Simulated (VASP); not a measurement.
Input of a VASP 6.6.1 run:

Contents of INCAR:

```
ALGO = Normal ; EDIFF = 1E-6
ENCUT = 520 ; GGA = PE
ISIF = 2 ; ISMEAR = 0
IVDW = 12 ; LASPH = T
LCHARG = F ; LREAL = F
LWAVE = F ; NBANDS = 8
NELM = 80 ; PREC = Accurate
SIGMA = 0.15
```

The input KPOINTS:

```
k-points
0
Gamma
  24 24 24
```

Contents of POSCAR:

```
Si
1.0
    0.0000000000      1.9108305409      1.9108305409
    1.9108305409      0.0000000000      1.9108305409
    1.9108305409      1.9108305409      0.0000000000
Si
1
Direct
    0.0000000000      0.0000000000      0.0000000000
```

Potentials or basis: VASP PAW PBE potentials, release 64 (Si).

Run with:

```sh
$ cat potpaw_PBE.64/Si/POTCAR > POTCAR
$ mpirun -np 1 vasp_std > vasp.out
```

Predict the band gap on the k mesh.

zero (band 2 reaches 22.24 eV, above the bottom of band 3 at 7.47 eV).

What does it give for the dispersion energy per atom?

-0.445 eV.

Estimate the pressure.

-2.0 GPa.

Caveat: pairwise dispersion overbinds metals, which lowers pressure and volume.
